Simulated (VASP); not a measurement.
## KAl3O: single point with PBE

The system is KAl3O.

```
K Al O
1.0
     4.54775    0.00000    0.00000
     0.00000    4.54775    0.00000
     0.00000    0.00000    4.54629
K Al O
1 3 1
Direct
  0.50000 0.50000 0.00638
  0.00000 0.50000 0.51351
  0.00000 0.00000 0.01404
  0.50000 0.00000 0.51351
  0.00000 0.00000 0.51426
```

| Quantity | Value |
| --- | --- |
| Program | VASP 6.6.1 |
| Task | single point |
| Functional | PBE |
| Potentials or basis | VASP PAW PBE potentials, release 64 (K_sv, Al, O) |
| Cutoff | 520 eV |
| k mesh | 4 × 4 × 4 |
| Occupations | gaussian, width 0.1 eV |
| Spin | no spin polarisation |
| Dipole correction | no |
| Further INCAR settings | ALGO = Normal; EDIFF = 1e-06; NBANDS = 20 |

| Item | Value |
| --- | --- |
| Pressure | 3.6 GPa |
| Largest force | 0.165 eV/Å |
| Band gap on the k mesh | zero (band 12 reaches 6.49 eV, above the bottom of band 13 at 4.29 eV) |

Forces in eV/Å, atoms in the order of the input:
```
K    0.000  0.000  0.165
Al   0.000  0.000 -0.093
Al   0.000  0.000  0.008
Al   0.000  0.000 -0.093
O    0.000  0.000  0.013
```

Levels at points of the mesh, in eV from the Fermi level:
| k point | band 10 | band 11 | band 12 | band 13 | band 14 | band 15 |
| --- | --- | --- | --- | --- | --- | --- |
| (0.00, 0.00, 0.00) | -2.00 | -2.00 | 1.81 | 1.81 | 1.82 | 4.08 |
| (0.50, 0.00, 0.00) | -1.83 | -0.80 | 0.40 | 1.50 | 1.50 | 1.78 |
| (0.50, 0.50, 0.00) | -2.45 | -0.87 | -0.87 | 0.94 | 0.94 | 3.26 |
| (0.00, 0.00, 0.50) | -1.83 | -0.80 | 0.39 | 1.49 | 1.49 | 1.79 |
| (0.50, 0.00, 0.50) | -2.45 | -0.87 | -0.87 | 0.93 | 0.93 | 3.26 |
| (0.50, 0.50, 0.50) | -1.39 | -1.39 | -0.39 | -0.39 | -0.39 | 1.46 |

Wall time 14 s on 1 thread of Intel(R) Xeon(R) 6975P-C (Granite Rapids) (shared host), peak memory 0.21 GiB.
